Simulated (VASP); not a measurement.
## MgS: single point with LDA

Crystal: MgS.

```
Mg S
1.0
     0.00000    2.79630    2.79630
     2.79630    0.00000    2.79630
     2.79630    2.79630    0.00000
Mg S
1 1
Cartesian
  0.0000 0.0000 0.0000
  4.1944 4.1944 4.1944
```

- Program: VASP 6.6.1
- Task: single point
- Functional: LDA
- Potentials or basis: VASP PAW LDA potentials, release 64 (Mg, S)
- Cutoff: 520 eV
- k mesh: 6 × 6 × 6
- Occupations: gaussian, width 0.01 eV
- Spin: no spin polarisation
- Dipole correction: no
- Further INCAR settings: ALGO = Normal; EDIFF = 1e-07; NBANDS = 11

```yaml
Pressure: -0.3 GPa
Band_gap_on_the_k_mesh: 3.38 eV, direct
```

Levels at points of the mesh, in eV from the valence-band top:
```tsv
k point	band 1	band 2	band 3	band 4	band 5	band 6	band 7	band 8	band 9
(0.00, 0.00, 0.00)	-11.36	0.00	0.00	0.00	3.38	7.86	7.86	7.86	10.82
(0.50, 0.00, 0.00)	-10.60	-3.34	-0.35	-0.35	5.00	7.51	7.51	8.55	12.85
(0.50, 0.50, 0.00)	-10.36	-2.99	-1.10	-1.10	3.63	5.48	11.24	12.31	12.31
```

Wall time 9.7 s on 1 thread of Intel Xeon 6975P-C, on a shared host, peak memory 0.15 GiB.

A k mesh can miss the band edges.
